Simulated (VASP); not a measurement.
Runs of VASP 6.6.1 on Bi. The structure is that of space group P6_3/mmc (No. 194), or close to it. The cells are those of the table. 

| task | cell | cutoff (eV) | gap on the mesh (eV) | pressure (GPa) |
| --- | --- | --- | --- | --- |
| relaxation of shape and atoms at fixed volume | relaxed from a = 3.444, b = 3.444, c = 5.678 Å, angles 90.0, 90.0, 120.0°, 2 atoms | 600 | none | 5.1 |
| single point | a = 2.743, b = 2.743, c = 4.379 Å, angles 90.0, 90.0, 120.0°, 2 atoms | 520 | none | (a) |
| single point | a = 3.248, b = 3.248, c = 5.276 Å, angles 90.0, 90.0, 120.0°, 2 atoms | 520 | none | (b) |
| single point | a = 3.002, b = 3.002, c = 4.874 Å, angles 90.0, 90.0, 120.0°, 2 atoms | 520 | none | 87.3 |
| single point | a = 3.355, b = 3.355, c = 5.463 Å, angles 90.0, 90.0, 120.0°, 2 atoms | 520 | none | 13.4 |
| single point | a = 2.864, b = 2.864, c = 4.642 Å, angles 90.0, 90.0, 120.0°, 2 atoms | 520 | none | 156.8 |
| single point | a = 3.129, b = 3.129, c = 5.085 Å, angles 90.0, 90.0, 120.0°, 2 atoms | 520 | none | 48.9 |
| relaxation of shape and atoms at fixed volume | relaxed from a = 3.232, b = 3.232, c = 5.328 Å, angles 90.0, 90.0, 120.0°, 2 atoms | 600 | none | 26.9 |

Alike in all rows: level PBE; potentials or basis VASP PAW PBE potentials, release 64 (Bi_d); no spin polarisation; k mesh 14 × 14 × 8; smearing fermi-dirac 0.05 eV.

Q: Fill in the values left out.

A: (a) 269.7; (b) 26.8.

Caveats: spin-orbit coupling is left out, which moves the levels of the heavy elements.

A k mesh can miss the band edges, and the runs leave out spin-orbit coupling on Bi.

A gap of «none» marks levels without a gap at the run's occupations.
